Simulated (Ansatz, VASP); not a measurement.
**Pb: VASP beside Ansatz**

```
CELL_PARAMETERS angstrom
0.00000 2.49464 2.49464
2.49464 0.00000 2.49464
2.49464 2.49464 0.00000
ATOMIC_POSITIONS crystal
Pb 0.00000 0.00000 0.00000
```

Alike in both runs: task single point; functional r2SCAN; k mesh 11 × 11 × 11; occupations gaussian, width 1 eV; no spin polarisation.

```csv
,VASP,Ansatz
version,VASP 6.6.1,Ansatz 0.2.0
potentials or method,"VASP PAW PBE potentials, release 64 (Pb_d), cutoff 520 eV","plane waves (500 eV) with PAW, scalar-relativistic"
valence electrons in the cell,14,14
```

|  | VASP | Ansatz | Ansatz less VASP |
| --- | --- | --- | --- |
| pressure (GPa) | 0.6 | 0.6 | +0.01 |

VASP's potentials were made for PBE, not for r2SCAN. With one functional, cell and mesh, what is left measures potentials, basis and numerics.

Spin-orbit coupling is off throughout.
